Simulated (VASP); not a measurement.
Crystal: Os.

```
Os
1.0
     1.43279    0.82722    6.92459
    -1.43279    0.82722    6.92459
     0.00000   -1.65444    6.92459
Os
3
Direct
  0.00000 0.00000 0.00000
  0.22222 0.22222 0.22222
  0.77778 0.77778 0.77778
```

* Program: VASP 6.6.1
* Task: relaxation of cell and atoms
* Functional: PBEsol
* Potentials or basis: VASP PAW PBE potentials, release 64 (Os)
* Cutoff: 600 eV
* k mesh: 9 × 9 × 9
* Occupations: gaussian, width 0.1 eV
* Spin: no spin polarisation

At the start: pressure -48.0 GPa; volume 16.41 Å³/atom.

Where does the relaxation end?

Over 10 steps the energy falls by 450.1 meV/atom and the volume is 13.95 Å³/atom (-15.0 %); space group R-3m (No. 166, to 0.05 Å).

The path:
| step | energy change (eV) | largest force (eV/Å) | pressure (GPa) | volume (Å³) |
| --- | --- | --- | --- | --- |
| 1 | 0.0000 | 0.6205 | -47.99 | 49.24 |
| 2 | 42.5328 | 4.0995 | 1247.51 | 21.84 |
| 3 | -1.1842 | 0.8609 | -18.93 | 43.88 |
| 4 | -1.2656 | 0.8840 | -12.16 | 43.07 |
| 5 | -1.3179 | 0.9196 | 1.27 | 41.69 |
| 6 | -1.3180 | 0.9162 | -0.25 | 41.83 |
| 7 | -1.3482 | 0.1806 | 0.63 | 41.79 |
| 8 | -1.3498 | 0.0469 | 0.35 | 41.80 |
| 9 | -1.3492 | 0.0381 | -1.22 | 41.95 |
| 10 | -1.3503 | 0.0119 | -0.29 | 41.86 |

Final structure:
```xyz
3
Lattice="1.3633 0.7871 6.5011 -1.3633 0.7871 6.5011 0.0000 -1.5742 6.5011" Properties=species:S:1:pos:R:3 pbc="T T T"
Os    0.0000    0.0000    0.0000
Os    0.0000    0.0000    4.3041
Os    0.0000    0.0000   15.1991
```

Caveat: the volume moved by over 15 % at a fixed basis, so the end points are rough; the PAW data sets were made with another functional, which shifts forces and pressure a little.
